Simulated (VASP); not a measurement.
Br, 2 atoms in the cell. It takes space group Fd-3m (No. 227, cubic). The conventional cell has a = 6.480 Å, b = 6.480 Å, c = 6.480 Å, α = 90.00°, β = 90.00°, γ = 90.00°. Within 3.7 Å of Br (site symmetry -43m) lie 4 Br at 2.81 Å. 

* Program: VASP 6.6.1
* Task: relaxation of cell and atoms
* Functional: PBE
* Potentials or basis: VASP PAW PBE potentials, release 64 (Br)
* Cutoff: 500 eV
* k mesh: 11 × 11 × 11
* Occupations: fermi-dirac, width 0.02 eV
* Spin: no spin polarisation
* Target pressure: 45 GPa
* Dipole correction: no
* Further INCAR settings: ALGO = Normal; EDIFF = 1e-07; IBRION = 2; EDIFFG = -0.02; NSW = 60; ISIF = 3

Potentials or basis: VASP PAW PBE potentials, release 64 (Br).

Launch:

```sh
$ cat potpaw_PBE.64/Br/POTCAR > POTCAR
$ mpirun -np 1 vasp_std > vasp.out
```

Hardware: 1 thread of AMD EPYC 9R45 96-Core Processor (Zen 5) (shared host).

Problem. Estimate the wall time of this run.

Solution. Wall time 3.5 min on 1 thread of AMD EPYC 9R45 96-Core Processor (Zen 5) (shared host), peak memory 0.21 GiB. Counts: scf iterations 116, k points 56, ion steps 16.
